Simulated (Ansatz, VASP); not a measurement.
**Two plane-wave programs on Si2Mo**

```
Si Mo
1.0
     0.00000    3.48900    0.00000
     0.00000    0.00000    4.76086
     6.97799    0.00000    0.00000
Si Mo
4 2
Direct
  0.00000 0.00000 0.00000
  0.00000 0.00000 0.50000
  0.50000 0.50000 0.25000
  0.50000 0.50000 0.75000
  0.50000 0.00000 0.25000
  0.50000 0.00000 0.75000
```

Alike in both runs: task single point; functional PBE; k mesh 6 × 4 × 4; occupations gaussian, width 0.2 eV; no spin polarisation.

|  | VASP | Ansatz |
| --- | --- | --- |
| version | VASP 6.6.1 | Ansatz 0.2.0 |
| potentials or method | VASP PAW PBE potentials, release 64 (Si, Mo_sv), cutoff 520 eV | scalar-relativistic, plane waves, PAW |
| valence electrons in the cell | 44 | 44 |

```csv
,VASP,Ansatz,Ansatz less VASP
gap on the k mesh at the Fermi level (eV),none,none,-
pressure (GPa),-0.1,-0.2,-0.10
"traceless stress, the component that is largest in VASP (GPa)",-0.20,-0.22,-0.016
```

A gap of «none» marks a metal or a gap that the smearing closes. With one functional, cell and mesh, what is left measures potentials, basis and numerics.
